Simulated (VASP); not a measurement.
Write the native input for VASP 6.6.1 that does the following.

```yaml
Task: relaxation of shape and atoms at fixed volume
Functional: LDA
Potentials_or_basis: VASP PAW LDA potentials, release 64 (Si, O)
Cutoff: 600 eV
k_mesh: 6 × 6 × 4
Occupations: gaussian, width 0.02 eV
Spin: no spin polarisation
Dipole_correction: no
Further_INCAR_settings: ALGO = Normal; EDIFF = 1e-06; IBRION = 2; EDIFFG = -0.01; NSW = 50; ISIF = 4
```

The structure of SiO2 lies in POSCAR:

```
SiO2
1.0
    4.7681834098      0.0000000000      0.0000000000
   -2.3840917049      4.1293679628      0.0000000000
    0.0000000000      0.0000000000      5.4291817100
Si O
3 6
Direct
    0.0000000000      0.5000000000      0.3333333333
    0.5000000000      0.5000000000      0.6666666667
    0.5000000000      0.0000000000      0.0000000000
    0.6035997692      0.8017998846      0.8333333333
    0.8017998846      0.6035997692      0.5000000000
    0.8017998846      0.1982001154      0.1666666667
    0.3964002308      0.1982001154      0.8333333333
    0.1982001154      0.3964002308      0.5000000000
    0.1982001154      0.8017998846      0.1666666667
```

These files were run (other wordings do the same):

INCAR

```
SYSTEM = SiO2
  ALGO = Normal
  EDIFF = 1E-6
  EDIFFG = -0.01
  ENCUT = 600
  IBRION = 2
  ISIF = 4
  ISMEAR = 0
  LASPH = .TRUE.
  LCHARG = .FALSE.
  LREAL = .FALSE.
  LWAVE = .FALSE.
  NELM = 100
  NSW = 50
  PREC = Accurate
  SIGMA = 0.02
```

KPOINTS

```
k-points
0
G
  6 6 4
  0 0 0
```

Potentials or basis: VASP PAW LDA potentials, release 64 (Si, O).

Command:

```console
$ cat potpaw_LDA.64/Si/POTCAR potpaw_LDA.64/O/POTCAR > POTCAR
$ mpirun -np 1 vasp_std > vasp.out
```

Results of the run:

```json
{
  "Energy gained by relaxing": "5.0 meV/atom",
  "Ionic steps": "6",
  "Pressure after relaxing": "19.2 GPa",
  "Band gap on the k mesh": "5.54 eV (least direct gap 5.54 eV)"
}
```

It took 2.9 min on 1 thread of Intel(R) Xeon(R) Platinum 8488C (Sapphire Rapids), with other jobs on the host, peak memory 0.24 GiB.
